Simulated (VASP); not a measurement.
## WS2: single point with r2SCAN

The system is WS2, a slab with vacuum.

```xyz
9
Lattice="3.2292 0.0000 0.0000 -1.6146 2.7965 0.0000 0.0000 0.0000 28.4379" Properties=species:S:1:pos:R:3 pbc="T T T"
W     1.6146    0.9322   14.2190
W     0.0000    1.8644   20.6962
W     0.0000    1.8644    7.7418
S     1.6146    0.9322   22.2411
S     1.6146    0.9322    9.2882
S     0.0000    1.8644   15.7645
S     1.6146    0.9322   19.1497
S     1.6146    0.9322    6.1968
S     0.0000    1.8644   12.6735
```

This cell differs from its parent crystal: biaxial strain in the a-b plane: +1.5 %.

```
Program             : VASP 6.6.1
Task                : single point
Functional          : r2SCAN
Potentials or basis : VASP PAW PBE potentials, release 64 (W_sv, S)
Cutoff              : 520 eV
k mesh              : 12 × 12 × 1
Occupations         : gaussian, width 0.02 eV
Spin                : no spin polarisation
```

```
Largest force          : 0.035 eV/Å
Band gap on the k mesh : 1.14 eV (least direct gap 1.70 eV)
```

Forces in eV/Å, atoms in the order of the input:
```
W    0.000  0.000  0.000
W    0.000  0.000 -0.013
W    0.000  0.000  0.013
S    0.000  0.000 -0.018
S    0.000  0.000 -0.035
S    0.000  0.000 -0.019
S    0.000  0.000  0.035
S    0.000  0.000  0.018
S    0.000  0.000  0.019
```

Levels at points of the mesh, in eV from the valence-band top:
```tsv
k point	band 36	band 37	band 38	band 39	band 40	band 41	band 42	band 43
(0.00, 0.00, 0.00)	-2.04	-0.62	-0.28	0.00	2.39	2.39	2.40	2.40
(0.50, 0.00, 0.00)	-2.09	-1.54	-1.49	-1.45	2.23	2.24	2.24	2.67
```

Wall time 30 min on 1 thread of Intel(R) Xeon(R) Platinum 8259CL CPU @ 2.50GHz (Skylake/Cascade Lake), on a shared host, peak memory 0.5 GiB.

Caveat: the cell differs from its parent crystal (biaxial strain in the a-b plane: +1.5 %); there is no dipole correction, which matters where the two faces differ; the PAW data sets were made with another functional, which shifts forces and pressure a little; spin-orbit coupling is left out, which moves the levels of the heavy elements.
